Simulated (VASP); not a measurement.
A run of VASP 6.6.1 is set up as follows.

The input INCAR:

```
SYSTEM = Ti
ALGO = Fast
EDIFF = 1E-6
ENCUT = 520
ISIF = 2
ISMEAR = 0
LASPH = .True.
LCHARG = .False.
LREAL = .False.
LWAVE = .False.
NBANDS = 25
NELM = 100
PREC = Accurate
SIGMA = 0.15
```

Contents of KPOINTS:

```
k-points
0
Gamma
  12 12 14
  0 0 0
```

Contents of POSCAR:

```
Ti
1.0
    4.5623346322      0.0000000000      0.0000000000
   -2.2811673161      3.9510976921      0.0000000000
    0.0000000000      0.0000000000      2.8397002579
Ti
3
Direct
   -0.0170310266     -0.0340620533      0.0000000000
    0.3418488466      0.6836976933      0.5000000000
    0.6751821800      0.3503643600      0.5000000000
```

Potentials or basis: VASP PAW LDA potentials, release 64 (Ti_sv).

Launch:

```console
$ cat potpaw_LDA.64/Ti_sv/POTCAR > POTCAR
$ mpirun -np 1 vasp_std > vasp.out
```

(1) Estimate the pressure.

(2) Predict the largest force.

(3) What does it give for the band gap on the k mesh?

Answers

(1) -7.5 GPa.

(2) 0.620 eV/Å.

(3) zero (bands 18 and 19 overlap by 0.38 eV).

Caveat: the cell differs from its parent crystal (atoms displaced along a vibrational mode, the cell strained); the cell stands under tension.
